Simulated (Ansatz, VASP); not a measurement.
**B3N: VASP beside Ansatz**

```
CELL_PARAMETERS angstrom
2.45987 0.00000 0.00000
0.00000 2.45987 0.00000
0.00000 0.00000 4.45124
ATOMIC_POSITIONS crystal
B 0.50000 0.00000 0.70380
B 0.00000 0.00000 0.00000
B 0.00000 0.50000 0.29620
N 0.50000 0.50000 0.50000
```

Change from the starting cell: built by hand: ordered boron-substituted zinc blende along 001 (P-4m2, No. 115).

Alike in both runs: task relaxation of cell and atoms; functional PBE; k mesh 14 × 14 × 8; occupations gaussian, width 0.1 eV; no spin polarisation.

|  | VASP | Ansatz |
| --- | --- | --- |
| version | VASP 6.6.1 | Ansatz 0.2.0 |
| potentials or method | VASP PAW PBE potentials, release 64 (B, N), cutoff 600 eV | scalar-relativistic, plane waves, PAW |
| valence electrons in the cell | 14 | 14 |

|  | VASP | Ansatz | Ansatz less VASP |
| --- | --- | --- | --- |
| gap on the k mesh at the Fermi level, each at its own relaxed structure (eV) | none | none | - |
| relaxed volume (Å³/atom) | 6.74 | 6.74 | 0.000 |
| relaxed cell length with the largest relative difference (Å) | 4.444 | 4.446 | +0.0016 |

A gap of «none» marks a metal or a gap that the smearing closes.
